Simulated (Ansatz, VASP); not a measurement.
# One calculation of BiS, two programs

The input INCAR:

```
  PREC = Accurate
  ENCUT = 520
  EDIFF = 1E-6
  ISMEAR = 0
  SIGMA = 0.1
  LREAL = False
  LASPH = True
  NELM = 80
  ALGO = Normal
  ISIF = 2
  LWAVE = False
  LCHARG = True
  GGA = PE
  LELF = True
  LVHAR = True
  NBANDS = 18
```

The input KPOINTS:

```
Automatic mesh
0
Gamma
  4 4 4
```

The input POSCAR:

```
BiS
1.0
    4.0029443400      0.0000000000      0.0000000000
    0.0000000000      4.0029443400      0.0000000000
    0.0000000000      0.0000000000      4.0029443400
Bi S
1 1
Direct
    0.5000000000      0.5000000000      0.5000000000
    0.0000000000      0.0000000000      0.0000000000
```

Input for Ansatz:

```yaml
crystal:
  lattice:
    - [4.00294434, 0.0, 0.0]
    - [0.0, 4.00294434, 0.0]
    - [0.0, 0.0, 4.00294434]
  atoms:
    - { symbol: Bi, position: [0.5, 0.5, 0.5] }
    - { symbol: S, position: [0.0, 0.0, 0.0] }
basis:
  ecutwfc: 420
kpoints:
  mp_grid: { grid: [4, 4, 4] }
hamiltonian:
  xc: pbe
scf:
  occupations: { method: gaussian, width: 0.1 }
  lower_state_search: "off"
output:
  forces: true
  stress: true
  eigenvalues: true
```

Change from the starting cell: species swapped into the ZrIr type (Pm-3m, No. 221).

Alike in both runs: task single point; functional PBE; k mesh 4 × 4 × 4; occupations gaussian, width 0.1 eV; no spin polarisation.

|  | VASP | Ansatz |
| --- | --- | --- |
| version | VASP 6.6.1 | Ansatz 0.2.0 |
| potentials or method | VASP PAW PBE potentials, release 64 (Bi_d, S), cutoff 520 eV | scalar-relativistic, plane waves, PAW |
| valence electrons in the cell | 21 | 21 |

|  | VASP | Ansatz | Ansatz less VASP |
| --- | --- | --- | --- |
| gap on the k mesh at the Fermi level (eV) | none | none | - |
| pressure (GPa) | -11.2 | -11.2 | +0.04 |

A gap of «none» marks a metal or a gap that the smearing closes.

The k mesh is coarse, so the values compare programs but aren't converged. Spin-orbit coupling is off throughout.
